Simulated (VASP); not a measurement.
# Ir (P-1) in VASP: further runs, part 2 of 2

VASP 6.6.1. Earlier steps stand in the parts before.

## (5) Single point, LDA

This run uses another cell than the first one, of 14.63 Å³/atom, 1.005 times its volume.

Contents of INCAR:

```
PREC = Accurate
ENCUT = 520
EDIFF = 1E-7
ISMEAR = 1
SIGMA = 0.15
LREAL = False
LASPH = True
NELM = 100
ALGO = Normal
ISIF = 2
LWAVE = False
LCHARG = False
NBANDS = 16
```

Contents of KPOINTS:

```
regular mesh
0
Gamma
  8 8 5
```

Contents of POSCAR:

```
Ir
1.0
    2.7513800000      0.0000000000      0.0000000000
   -1.3756900000      2.3827600000      0.0000000000
    0.0000000000      0.0000000000      4.4622900000
Ir
2
Direct
    0.6752900000      0.3420400000      0.7547035993
    0.3517200000      0.6776500000      0.2507600000
```

Potentials or basis: VASP PAW LDA potentials, release 64 (Ir).

Run with:

```sh
> cat potpaw_LDA.64/Ir/POTCAR > POTCAR
> mpirun -np 1 vasp_std > vasp.out
```

OUTCAR:

```text
PREC = Accurate
   ENCUT = 520
   EDIFF = 1E-7
   ISMEAR = 1
   LREAL = False
   LASPH = True
   NELM = 100
   ISIF = 2

 ion  position               nearest neighbor table
   1  0.675  0.342  0.755-   2 2.71   2 2.72   2 2.74   2 2.74   2 2.75   2 2.77
   2  0.352  0.678  0.251-   1 2.71   1 2.72   1 2.74   1 2.74   1 2.75   1 2.77

  LATTYP: Found a hexagonal cell.
 ALAT       =     2.7513800000
 C/A-ratio  =     1.6218370418

  Lattice vectors:

 A1 = (   2.7513800000,   0.0000000000,   0.0000000000)
 A2 = (  -1.3756900000,   2.3827600000,   0.0000000000)
 A3 = (   0.0000000000,   0.0000000000,   4.4622900000)

Analysis of symmetry for initial positions (statically):
=====================================================================
 Subroutine PRICEL returns:
 Original cell was already a primitive cell.

 Routine SETGRP: Setting up the symmetry group for a
 hexagonal supercell.

 Subroutine GETGRP returns: Found  2 space group operations
 (whereof  1 operations were pure point group operations)
 out of a pool of 24 trial point group operations.

The static configuration has the point symmetry C_1 .
 The point group associated with its full space group is S_2 .

Analysis of symmetry for dynamics (positions and initial velocities):
=====================================================================
 Subroutine PRICEL returns:
 Original cell was already a primitive cell.

 Routine SETGRP: Setting up the symmetry group for a
 hexagonal supercell.

 Subroutine GETGRP returns: Found  2 space group operations
 (whereof  1 operations were pure point group operations)
 out of a pool of 24 trial point group operations.

The dynamic configuration has the point symmetry C_1 .
 The point group associated with its full space group is S_2 .
[... 107 lines left out ...]
   POTIM  = 0.5000    time-step for ionic-motion
   TEBEG  =    0.0;   TEEND  =   0.0 temperature during run
   PSTRESS=    0.0 pullay stress
   NELECT =      18.0000    total number of electrons
   NUPDOWN=      -1.0000    fix difference up-down
   EMIN   =  10.00;   EMAX   =-10.00  energy-range for DOS
   EFERMI =   0.00;   METHOD = LEGACY
   ISMEAR =     1;   SIGMA  =   0.15  broadening in eV -4-tet -1-fermi 0-gaus
   EFERMI_NEDOS =   21; number of points for ismear=-14 and -15
   IALGO  =     38    algorithm
   IMIX   =      4    mixing-type and parameters
     AMIX     =   0.40;   BMIX     =  1.00
     AMIX_MAG =   1.60;   BMIX_MAG =  1.00
  volume/ion in A,a.u.               =      14.63        98.71
  Fermi-wavevector in a.u.,A,eV,Ry     =   1.392417  2.631287 26.379332  1.938826
  Thomas-Fermi vector in A             =   2.516162
   LORBIT       =      0    0 simple, 1 ext, 2 COOP (PROOUT), +10 PAW based schemes
   GGA     = CA    functional components
   LHFCALC =     F    Hartree Fock is set to
   AEXX    =    0.0000 exact exchange contribution
   IVDW    =     0    specifies the selected vdW correction
   LEPSILON=     F    determine dielectric tensor
   LRPA    =     F    only Hartree local field effects (RPA)
 non-spin polarized calculation
 Methfessel and Paxton  Order N= 1 SIGMA  =   0.15
  energy-cutoff  :      520.00
  volume of cell :       29.25
 maximum number of plane-waves:       799
   NGX = 11   NGY = 11   NGZ = 17

 number of electron      18.0000000 magnetization

 Free energy of the ion-electron system (eV)
  ---------------------------------------------------
  ext. energy  EPLUGINS =         0.00000000
  ---------------------------------------------------
  free energy    TOTEN  =       -20.34431595 eV

  energy without entropy =      -20.34651010  energy(sigma->0) =      -20.34504733

 E-fermi :   9.8276     XC(G=0): -13.9443

 val. band max:        9.8234034878   @ k =  -0.1250   0.5000   0.0000
 cond. band min:       9.8292928753   @ k =  -0.3750   0.5000   0.0000
 fundamental gap:      0.0058893875
 Fermi energy:         9.8276410702

 k-point     1 :       0.0000    0.0000    0.0000
  band No.  band energies     occupation
      1      -1.0219      2.00000
      2       1.9800      2.00000
      3       6.0575      2.00000
      4       6.1599      2.00000
      5       6.1890      2.00000
      6       6.7784      2.00000
[... 433 lines left out ...]
      3       3.4056      2.00000
      4       5.7650      2.00000
      5       5.8440      2.00000
      6       6.4433      2.00000
[... 8 lines left out ...]
     15      20.3069      0.00000
     16      23.1150      0.00000

 [... further k-points ...]
[... 5 lines left out ...]
  --------------------------------------------------------------------------------------
  -------------------------------------------------------------------------------------
  Total       -2.6368065     -2.6421278     -2.9414410     -0.0139826     -0.0034593     -0.0143997
  in kB     -144.4109685   -144.7023999   -161.0949996     -0.7657914     -0.1894570     -0.7886321
  external PRESSURE =    -150.0694560 kB  Pullay stress =       0.0000000 kB

 VOLUME and BASIS-vectors are now :
 -----------------------------------------------------------------------------
  energy-cutoff  :      520.00
  volume of cell :       29.25
      direct lattice vectors                 reciprocal lattice vectors
     2.751380000  0.000000000  0.000000000     0.363453976  0.209840689  0.000000000
    -1.375690000  2.382760000  0.000000000     0.000000000  0.419681378  0.000000000
     0.000000000  0.000000000  4.462290000     0.000000000  0.000000000  0.224100182

 POSITION                                       TOTAL-FORCE (eV/Angst)
 -----------------------------------------------------------------------------------
      1.38744      0.81500      3.36771         0.111162      0.024341     -0.211956
      0.03548      1.61468      1.11896        -0.111162     -0.024341      0.211956
 -----------------------------------------------------------------------------------
    total drift:                               -0.000002      0.000003      0.000002

  FREE ENERGIE OF THE ION-ELECTRON SYSTEM (eV)
  ---------------------------------------------------
  free  energy   TOTEN  =       -20.3443159453 eV

  energy  without entropy=      -20.3465100963  energy(sigma->0) =      -20.34504733
```

OSZICAR:

```text
N       E                     dE             d eps       ncg     rms          rms(c)
DAV:   1     0.142098479391E+03    0.14210E+03   -0.84002E+03  5184   0.113E+03
DAV:   2    -0.176423175976E+02   -0.15974E+03   -0.14297E+03  5184   0.309E+02
DAV:   3    -0.215339181170E+02   -0.38916E+01   -0.38277E+01  7088   0.578E+01
DAV:   4    -0.215778521110E+02   -0.43934E-01   -0.43922E-01  5880   0.520E+00
DAV:   5    -0.215791279934E+02   -0.12759E-02   -0.12759E-02  7400   0.918E-01    0.209E+01
DAV:   6    -0.205229069518E+02    0.10562E+01   -0.13963E+00  6584   0.154E+01    0.814E+00
DAV:   7    -0.203581242114E+02    0.16478E+00   -0.34971E-01  7296   0.715E+00    0.223E+00
DAV:   8    -0.203565056193E+02    0.16186E-02   -0.43439E-03  6040   0.522E-01    0.207E+00
DAV:   9    -0.203445218745E+02    0.11984E-01   -0.82803E-03  6648   0.120E+00    0.114E-01
DAV:  10    -0.203443492918E+02    0.17258E-03   -0.29815E-04  7424   0.214E-01    0.581E-02
DAV:  11    -0.203443170503E+02    0.32242E-04   -0.47835E-05  6976   0.872E-02    0.140E-02
DAV:  12    -0.203443159431E+02    0.11072E-05   -0.13483E-06  7016   0.136E-02    0.753E-04
DAV:  13    -0.203443159453E+02   -0.21914E-08   -0.10984E-08  4648   0.981E-04
   1 F= -.20344316E+02 E0= -.20345047E+02  d E =0.219415E-02
```

Wall time 44 s (1 thread of Intel Xeon 6975P-C, shared host); peak memory 0.18 GiB.

Results:

```yaml
Free_energy: -20.3443 eV
Pressure: -15.0 GPa
Largest_force: 0.241 eV/Å
Band_gap_on_the_k_mesh: zero (band 9 reaches 10.80 eV, above the bottom of band 10 at 7.70 eV)
```

Forces in eV/Å, atoms in the order of the input:
```
Ir   0.111  0.024 -0.212
Ir  -0.111 -0.024  0.212
```

Stress tensor (GPa, compression positive):
```
-14.44  -0.08  -0.08
 -0.08 -14.47  -0.02
 -0.08  -0.02 -16.11
```

Levels at points of the mesh, in eV from the Fermi level:
```csv
k point,band 5,band 6,band 7,band 8,band 9,band 10,band 11,band 12,band 13,band 14
"(0.00, 0.00, 0.00)",-3.64,-3.05,-3.01,-2.31,-2.17,-0.67,0.22,0.38,6.79,14.33
"(0.50, 0.00, 0.00)",-3.28,-3.20,-2.84,0.72,0.97,1.08,2.81,4.34,7.98,9.94
"(0.00, 0.50, 0.00)",-3.40,-3.28,-2.85,0.70,0.95,1.10,2.89,4.27,8.09,10.15
"(0.50, 0.50, 0.00)",-3.45,-3.32,-2.85,0.69,0.94,1.11,2.92,4.24,8.14,10.25
```

Caveat: spin-orbit coupling is left out, which moves the levels of the heavy elements.

## (6) Single point, LDA

This run uses another cell than the first one, of 14.63 Å³/atom, 1.005 times its volume.

Contents of INCAR:

```
ALGO = Normal
EDIFF = 1E-7
ENCUT = 520
ISIF = 2
ISMEAR = 1
LASPH = T
LCHARG = F
LREAL = F
LWAVE = F
NBANDS = 16
NELM = 60
PREC = Accurate
SIGMA = 0.15
```

Contents of KPOINTS:

```
k-points
0
Gamma
  8 8 5
```

Edit POSCAR of step 5 so:

```diff
@@ -8,3 +8,3 @@
 Direct
-    0.6752900000      0.3420400000      0.7547035993
+    0.6752900000      0.3420400000      0.7591856029
     0.3517200000      0.6776500000      0.2507600000
```

Potentials or basis: VASP PAW LDA potentials, release 64 (Ir).

Run with:

```sh
> cat potpaw_LDA.64/Ir/POTCAR > POTCAR
> mpirun -np 1 vasp_std > vasp.out
```

It took 42 s on 1 thread of Intel Xeon 6975P-C, shared host; peak memory 0.18 GiB.

It converged, with:

| Property | Result |
| --- | --- |
| Free energy | -20.3377 eV |
| Pressure | -14.8 GPa |
| Largest force | 0.465 eV/Å |
| Band gap on the k mesh | zero (band 9 reaches 10.79 eV, above the bottom of band 10 at 7.71 eV) |

Forces in eV/Å, atoms in the order of the input:
```
Ir   0.110  0.024 -0.451
Ir  -0.110 -0.024  0.451
```

Stress tensor (GPa, compression positive):
```
-14.35  -0.08  -0.17
 -0.08 -14.38  -0.04
 -0.17  -0.04 -15.64
```

Levels at points of the mesh, in eV from the Fermi level:
```
           k point  band 7  band 8  band 9  band 10  band 11  band 12
(0.00, 0.00, 0.00)   -3.03   -2.31   -2.16    -0.67     0.22     0.38
(0.50, 0.00, 0.00)   -2.84    0.72    0.96     1.08     2.81     4.34
(0.00, 0.50, 0.00)   -2.85    0.69    0.94     1.10     2.88     4.27
(0.50, 0.50, 0.00)   -2.85    0.68    0.94     1.11     2.91     4.24
```

Caveat: spin-orbit coupling is left out, which moves the levels of the heavy elements.
